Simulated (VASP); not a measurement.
Wanted: the native input for a VASP 6.6.1 run.

- Task: single point
- Functional: PBE
- Potentials or basis: VASP PAW PBE potentials, release 64 (P)
- Cutoff: 520 eV
- k mesh: 12 × 12 × 12
- Occupations: fermi-dirac, width 0.1 eV
- Spin: no spin polarisation
- Dipole correction: no
- Further INCAR settings: ALGO = Normal; EDIFF = 1e-06; NBANDS = 12

The structure of P lies in POSCAR:

```
P
1.0
    0.0000000000      2.5474101896      2.5474101896
    2.5474101896      0.0000000000      2.5474101896
    2.5474101896      2.5474101896      0.0000000000
P
2
Direct
   -0.1250000000     -0.1250000000     -0.1250000000
    0.1250000000      0.1250000000      0.1250000000
```

This cell differs from its parent crystal: volume scaled by 0.8.

The input as run:

INCAR

```
SYSTEM = P
  PREC = Accurate
  ENCUT = 520
  EDIFF = 1E-6
  ISMEAR = -1
  SIGMA = 0.1
  LREAL = .FALSE.
  LASPH = .TRUE.
  NELM = 60
  ALGO = Normal
  ISIF = 2
  LWAVE = .FALSE.
  LCHARG = .FALSE.
  GGA = PE
  NBANDS = 12
```

KPOINTS

```
regular mesh
0
G
  12 12 12
  0 0 0
```

Potentials or basis: VASP PAW PBE potentials, release 64 (P).

Launch:

```sh
$ cat potpaw_PBE.64/P/POTCAR > POTCAR
$ mpirun -np 1 vasp_std > vasp.out
```

Results of the run:

```
Pressure               : 14.2 GPa
Band gap on the k mesh : zero (band 5 reaches 10.71 eV, above the bottom of band 6 at 6.75 eV)
```

Run time: 37 s on 1 thread of AMD EPYC 7R43 64-Core Processor (Zen 3), on a shared host, peak memory 0.12 GiB.
